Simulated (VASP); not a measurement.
Set up this calculation in VASP 6.6.1, as the native input.

| Item | Value |
| --- | --- |
| Task | single point |
| Functional | PBE |
| Potentials or basis | VASP PAW PBE potentials, release 64 (C) |
| Cutoff | 600 eV |
| k mesh | 8 × 8 × 8 |
| Occupations | gaussian, width 0.01 eV |
| Spin | no spin polarisation |
| Dipole correction | no |
| Further INCAR settings | ALGO = Normal; EDIFF = 1e-06; NBANDS = 11 |

The structure of C lies in POSCAR:

```
C
1.0
    2.5141656074      0.0000000000      0.0000000000
    1.2570828037      2.1773312853      0.0000000000
    1.2570828037      0.7257770951      2.0528076223
C
2
Direct
    0.0000000000      0.0000000000      0.0000000000
    0.2500000000      0.2500000000      0.2500000000
```

These files were run (other wordings do the same):

INCAR

```
SYSTEM = C
PREC = Accurate
ENCUT = 600
EDIFF = 1E-6
ISMEAR = 0
SIGMA = 0.01
LREAL = .False.
LASPH = .True.
NELM = 120
ALGO = Normal
ISIF = 2
LWAVE = .False.
LCHARG = .False.
GGA = PE
NBANDS = 11
GGA_COMPAT = .False.
```

KPOINTS

```
Automatic mesh
0
Gamma
  8 8 8
  0 0 0
```

Potentials or basis: VASP PAW PBE potentials, release 64 (C).

Launch:

```bash
$ cat potpaw_PBE.64/C/POTCAR > POTCAR
$ mpirun -np 1 vasp_std > vasp.out
```

Results of the run:

```
Pressure               : 6.0 GPa
Band gap on the k mesh : 4.15 eV, indirect (least direct gap 5.62 eV)
```

Wall time 4.9 s on 1 thread of Intel(R) Xeon(R) Platinum 8488C (Sapphire Rapids), on a shared host, peak memory 0.11 GiB.
